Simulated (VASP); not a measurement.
# MgI2 (P-3m1) in VASP: a series of runs

The runs below take MgI2 through single point, with PBEsol.

All numbers are computed with VASP 6.6.1; they aren't measurements. Logs are shortened: lines on timing, memory, paths and dates and some standing lists are left out, and cuts for length are marked.

## (1) The cell of the first run

It takes space group P-3m1 (No. 164, trigonal). Conventional cell: a = 4.007 Å, b = 4.007 Å, c = 7.151 Å, α = 90.00°, β = 90.00°, γ = 120.00°. Mg (site symmetry -3m) has 6 I at 2.87 Å within 3.8 Å. Within 3.8 Å of I (site symmetry 3m) lie 3 Mg at 2.87 Å.

## (2) Single point, PBEsol (biaxial strain in the a-b plane: -3.0 %)

Input file INCAR:

```
PREC = Accurate
ENCUT = 520
EDIFF = 1E-7
ISMEAR = 0
SIGMA = 0.02
LREAL = False
LASPH = True
NELM = 60
ALGO = Normal
ISIF = 2
LWAVE = False
LCHARG = False
GGA = PS
NBANDS = 15
```

Input file KPOINTS:

```
Automatic mesh
0
Gamma
  6 6 4
```

Input file POSCAR:

```
MgI2
1.0
    4.0068037659      0.0000000000      0.0000000000
   -2.0034018829      3.4699938492      0.0000000000
    0.0000000000      0.0000000000      7.1507732880
Mg I
1 2
Direct
    0.0000000000      0.0000000000      0.0000000000
    0.3333333333      0.6666666667      0.7613410835
    0.6666666667      0.3333333333      0.2386589165
```

Potentials or basis: VASP PAW PBE potentials, release 64 (Mg, I).

Command:

```
$ cat potpaw_PBE.64/Mg/POTCAR potpaw_PBE.64/I/POTCAR > POTCAR
$ mpirun -np 1 vasp_std > vasp.out
```

OUTCAR:

```text
PREC = Accurate
   ENCUT = 520
   EDIFF = 1E-7
   ISMEAR = 0
   LREAL = False
   LASPH = True
   NELM = 60
   ISIF = 2
   GGA = PS

 ion  position               nearest neighbor table
   1  0.000  0.000  0.000-   2 2.87   3 2.87   2 2.87   3 2.87   3 2.87   2 2.87
   2  0.333  0.667  0.761-   1 2.87   1 2.87   1 2.87
   3  0.667  0.333  0.239-   1 2.87   1 2.87   1 2.87

  LATTYP: Found a hexagonal cell.
 ALAT       =     4.0068037659
 C/A-ratio  =     1.7846577237

  Lattice vectors:

 A1 = (   4.0068037659,   0.0000000000,   0.0000000000)
 A2 = (  -2.0034018829,   3.4699938492,   0.0000000000)
 A3 = (   0.0000000000,   0.0000000000,   7.1507732880)

Analysis of symmetry for initial positions (statically):
=====================================================================
 Subroutine PRICEL returns:
 Original cell was already a primitive cell.

 Routine SETGRP: Setting up the symmetry group for a
 hexagonal supercell.

 Subroutine GETGRP returns: Found 12 space group operations
 (whereof 12 operations were pure point group operations)
 out of a pool of 24 trial point group operations.

The static configuration has the point symmetry D_3d.

Analysis of symmetry for dynamics (positions and initial velocities):
=====================================================================
 Subroutine PRICEL returns:
 Original cell was already a primitive cell.

 Routine SETGRP: Setting up the symmetry group for a
 hexagonal supercell.

 Subroutine GETGRP returns: Found 12 space group operations
 (whereof 12 operations were pure point group operations)
 out of a pool of 24 trial point group operations.

The dynamic configuration has the point symmetry D_3d.

 Subroutine INISYM returns: Found 12 space group operations
 (whereof 12 operations are pure point group operations),
 and found     1 'primitive' translations

----------------------------------------------------------------------------------------

                                     Primitive cell

  volume of cell :      99.4214

  direct lattice vectors                    reciprocal lattice vectors
     4.006803766  0.000000000  0.000000000     0.249575487  0.144092474  0.000000000
    -2.003401883  3.469993849  0.000000000     0.000000000  0.288184949  0.000000000
     0.000000000  0.000000000  7.150773288     0.000000000  0.000000000  0.139845015

  length of vectors
     4.006803766  4.006803766  7.150773288     0.288184949  0.288184949  0.139845015

  position of ions in fractional coordinates (direct lattice)
     0.000000000  0.000000000  0.000000000
     0.333333333  0.666666667  0.761341083
     0.666666667  0.333333333  0.238658917

  ion indices of the primitive-cell ions
   primitive index   ion index
                 1           1
                 2           2
                 3           3

----------------------------------------------------------------------------------------

 KPOINTS: Automatic mesh

Automatic generation of k-mesh.
 Grid dimensions read from file:
 generate k-points for:    6    6    4

 Generating k-lattice:

  Cartesian coordinates                     Fractional coordinates (reciprocal lattice)
     0.041595914  0.024015412  0.000000000     0.166666667 -0.000000000  0.000000000
     0.000000000  0.048030825  0.000000000     0.000000000  0.166666667  0.000000000
     0.000000000  0.000000000  0.034961254     0.000000000  0.000000000  0.250000000

  Length of vectors
     0.048030825  0.048030825  0.034961254

  Shift w.r.t. Gamma in fractional coordinates (k-lattice)
     0.000000000  0.000000000  0.000000000

 Subroutine IBZKPT returns following result:
 ===========================================

 Found     24 irreducible k-points:

 Following reciprocal coordinates:
            Coordinates               Weight
  0.000000  0.000000  0.000000      1.000000
  0.166667  0.000000  0.000000      6.000000
  0.333333  0.000000  0.000000      6.000000
  0.500000  0.000000  0.000000      3.000000
  0.166667  0.166667  0.000000      6.000000
  0.333333  0.166667  0.000000     12.000000
[... 16 lines left out ...]
  0.333333  0.166667  0.500000     12.000000
  0.333333  0.333333  0.500000      2.000000
   k-points           NKPTS =     24   k-points in BZ     NKDIM =     24   number of bands    NBANDS=     15
   number of dos      NEDOS =    301   number of ions     NIONS =      3
   total plane-waves  NPLWV =  48600
   dimension x,y,z NGX =    30 NGY =   30 NGZ =   54
   dimension x,y,z NGXF=    60 NGYF=   60 NGZF=  108
   ions per type =               1   2
   NGX,Y,Z   is equivalent  to a cutoff of  12.45, 12.45, 12.55 a.u.
   NGXF,Y,Z  is equivalent  to a cutoff of  24.89, 24.89, 25.11 a.u.
 SYSTEM =  unknown system
   PREC   = accura    normal or accurate (medium, high low for compatibility)
   ISTART =      0    job   : 0-new  1-cont  2-samecut
   ICHARG =      2    charge: 1-file 2-atom 10-const
   ISPIN  =      1    spin polarized calculation?
   LNONCOLLINEAR =      F non collinear calculations
   LSORBIT =      F    spin-orbit coupling
   LASPH  =      T    aspherical Exc in radial PAW
   ENCUT  =  520.0 eV  38.22 Ry    6.18 a.u.   7.45  7.45 13.30*2*pi/ulx,y,z
   NELM   =     60;   NELMIN=  2; NELMDL= -5     # of ELM steps
   EDIFF  = 0.1E-06   stopping-criterion for ELM
   LREAL  =      F    real-space projection
   EDIFFG = 0.1E-05   stopping-criterion for IOM
   NSW    =      0    number of steps for IOM
   IBRION =     -1    ionic relax: 0-MD 1-quasi-New 2-CG
   NFREE  =      0    steps in history (QN), initial steepest desc. (CG)
   ISIF   =      2    stress and relaxation
   ISYM   =      2    0-nonsym 1-usesym 2-fastsym
   POTIM  = 0.5000    time-step for ionic-motion
   TEBEG  =    0.0;   TEEND  =   0.0 temperature during run
   PSTRESS=    0.0 pullay stress
   NELECT =      16.0000    total number of electrons
   NUPDOWN=      -1.0000    fix difference up-down
   EMIN   =  10.00;   EMAX   =-10.00  energy-range for DOS
   EFERMI =   0.00;   METHOD = LEGACY
   ISMEAR =     0;   SIGMA  =   0.02  broadening in eV -4-tet -1-fermi 0-gaus
   EFERMI_NEDOS =   21; number of points for ismear=-14 and -15
   IALGO  =     38    algorithm
   IMIX   =      4    mixing-type and parameters
     AMIX     =   0.40;   BMIX     =  1.00
     AMIX_MAG =   1.60;   BMIX_MAG =  1.00
  volume/ion in A,a.u.               =      33.14       223.64
  Fermi-wavevector in a.u.,A,eV,Ry     =   0.890475  1.682753 10.788673  0.792945
  Thomas-Fermi vector in A             =   2.012170
   LORBIT       =      0    0 simple, 1 ext, 2 COOP (PROOUT), +10 PAW based schemes
   GGA     = PS    functional components
   LHFCALC =     F    Hartree Fock is set to
   AEXX    =    0.0000 exact exchange contribution
   IVDW    =     0    specifies the selected vdW correction
   LEPSILON=     F    determine dielectric tensor
   LRPA    =     F    only Hartree local field effects (RPA)
 non-spin polarized calculation
 Gauss-broadening in eV      SIGMA  =   0.02
  energy-cutoff  :      520.00
  volume of cell :       99.42
 maximum number of plane-waves:      2705
 NGX is ok and might be reduce to    30
   NGX = 15   NGY = 15   NGZ = 27

 number of electron      16.0000000 magnetization

 Free energy of the ion-electron system (eV)
  ---------------------------------------------------
  ext. energy  EPLUGINS =         0.00000000
  ---------------------------------------------------
  free energy    TOTEN  =        -8.38741154 eV

  energy without entropy =       -8.38741154  energy(sigma->0) =       -8.38741154

 E-fermi :   2.7099     XC(G=0):  -8.4707

 val. band max:        2.6175597029   @ k =   0.0000   0.0000   0.0000
 cond. band min:       6.0245717813   @ k =   0.5000   0.0000   0.5000
 fundamental gap:      3.4070120784
 Fermi energy:         2.7098661274

 k-point     1 :       0.0000    0.0000    0.0000
  band No.  band energies     occupation
      1      -9.8064      2.00000
      2      -9.1392      2.00000
      3      -1.3179      2.00000
      4       2.1504      2.00000
      5       2.2760      2.00000
      6       2.2760      2.00000
      7       2.6176      2.00000
      8       2.6176      2.00000
      9       6.3642      0.00000
     10       7.4541      0.00000
     11       9.4404      0.00000
     12       9.4605      0.00000
     13       9.4605      0.00000
     14      10.7322      0.00000
     15      10.7322      0.00000

 k-point     2 :       0.1667    0.0000    0.0000
  band No.  band energies     occupation
      1      -9.6373      2.00000
      2      -9.0318      2.00000
      3      -1.0994      2.00000
      4       1.0922      2.00000
      5       1.5736      2.00000
      6       1.9314      2.00000
      7       2.1201      2.00000
      8       2.5019      2.00000
      9       7.2686      0.00000
     10       7.9638      0.00000
     11       8.8849      0.00000
     12       9.5506      0.00000
     13       9.8566      0.00000
     14      10.5829      0.00000
     15      11.0253      0.00000

 k-point     3 :       0.3333    0.0000    0.0000
  band No.  band energies     occupation
      1      -9.2324      2.00000
      2      -8.8222      2.00000
      3      -0.8756      2.00000
      4      -0.3280      2.00000
      5       0.3373      2.00000
      6       1.4357      2.00000
      7       1.8598      2.00000
      8       2.1975      2.00000
      9       6.6618      0.00000
     10       7.8698      0.00000
     11       8.1695      0.00000
     12       9.7551      0.00000
     13       9.7884      0.00000
     14      10.8396      0.00000
     15      11.8997      0.00000

 k-point     4 :       0.5000    0.0000    0.0000
  band No.  band energies     occupation
      1      -8.9516      2.00000
      2      -8.7567      2.00000
      3      -1.3744      2.00000
      4      -0.6866      2.00000
      5       0.4928      2.00000
      6       1.2327      2.00000
      7       1.4601      2.00000
      8       2.0466      2.00000
      9       6.1736      0.00000
     10       7.7183      0.00000
     11       7.7349      0.00000
     12       9.6122      0.00000
     13       9.9162      0.00000
     14      11.5201      0.00000
     15      11.7337      0.00000
[... 307 lines left out ...]
 k-point    22 :       0.1667    0.1667    0.5000
  band No.  band energies     occupation
      1      -9.2594      2.00000
      2      -8.9757      2.00000
      3      -0.6485      2.00000
      4       0.0406      2.00000
      5       0.8423      2.00000
      6       1.3276      2.00000
      7       1.6516      2.00000
      8       1.8303      2.00000
      9       7.3813      0.00000
     10       8.1952      0.00000
     11       9.3163      0.00000
     12       9.4028      0.00000
     13       9.8481      0.00000
     14      10.1531      0.00000
     15      11.1341      0.00000

 k-point    23 :       0.3333    0.1667    0.5000
  band No.  band energies     occupation
      1      -8.9237      2.00000
      2      -8.7908      2.00000
      3      -1.1387      2.00000
      4      -0.6792      2.00000
      5       0.5017      2.00000
      6       0.8307      2.00000
      7       1.5668      2.00000
      8       1.7425      2.00000
      9       6.8014      0.00000
     10       7.7945      0.00000
     11       8.5393      0.00000
     12       9.4277      0.00000
     13       9.5635      0.00000
     14      10.6304      0.00000
     15      12.0229      0.00000

 k-point    24 :       0.3333    0.3333    0.5000
  band No.  band energies     occupation
      1      -8.7654      2.00000
      2      -8.7654      2.00000
      3      -0.8557      2.00000
      4      -0.4189      2.00000
      5      -0.4189      2.00000
      6       0.0675      2.00000
      7       1.7098      2.00000
      8       1.7098      2.00000
      9       7.2395      0.00000
     10       7.9736      0.00000
     11       7.9736      0.00000
     12       9.5288      0.00000
     13      11.2968      0.00000
     14      11.3303      0.00000
     15      11.5611      0.00000

------------------------ aborting loop because EDIFF is reached ----------------------------------------

  FORCE on cell =-STRESS in cart. coord.  units (eV):
  Direction    XX          YY          ZZ          XY          YZ          ZX
  --------------------------------------------------------------------------------------
  -------------------------------------------------------------------------------------
  Total        1.2179884      1.2179884      0.0959198      0.0000000      0.0000000     -0.0000000
  in kB       19.6279042     19.6279042      1.5457494      0.0000000      0.0000000     -0.0000000
  external PRESSURE =      13.6005193 kB  Pullay stress =       0.0000000 kB

 VOLUME and BASIS-vectors are now :
 -----------------------------------------------------------------------------
  energy-cutoff  :      520.00
  volume of cell :       99.42
      direct lattice vectors                 reciprocal lattice vectors
     4.006803766  0.000000000  0.000000000     0.249575487  0.144092474  0.000000000
    -2.003401883  3.469993849  0.000000000     0.000000000  0.288184949  0.000000000
     0.000000000  0.000000000  7.150773288     0.000000000  0.000000000  0.139845015

 POSITION                                       TOTAL-FORCE (eV/Angst)
 -----------------------------------------------------------------------------------
      0.00000      0.00000      0.00000        -0.000000      0.000000      0.000000
     -0.00000      2.31333      5.44418         0.000000     -0.000000     -0.033303
      2.00340      1.15666      1.70660        -0.000000      0.000000      0.033303
 -----------------------------------------------------------------------------------
    total drift:                               -0.000000      0.000000     -0.000000

  FREE ENERGIE OF THE ION-ELECTRON SYSTEM (eV)
  ---------------------------------------------------
  free  energy   TOTEN  =        -8.3874115415 eV

  energy  without entropy=       -8.3874115415  energy(sigma->0) =       -8.38741154
```

Run time: 33 s. Hardware: 1 thread of Intel Xeon Platinum 8259CL at 2.50GHz (Skylake/Cascade Lake), shared host; peak memory 0.22 GiB.

Results:

* Free energy: -8.3874 eV
* Pressure: 1.4 GPa
* Largest force: 0.033 eV/Å
* Band gap on the k mesh: 3.41 eV, indirect (least direct gap 3.75 eV)

Forces on the atoms (eV/Å):
```
Mg   0.000  0.000  0.000
I    0.000  0.000 -0.033
I    0.000  0.000  0.033
```

Caveat: the cell differs from its parent crystal (biaxial strain in the a-b plane: -3.0 %); the PAW data sets were made with another functional, which shifts forces and pressure a little; spin-orbit coupling is left out, which moves the levels of the heavy elements; this functional lacks dispersion, which binds the layers, so the pressure and a relaxed spacing across them are unreliable. A k mesh can miss the band edges.

[end of part 1 of 3]
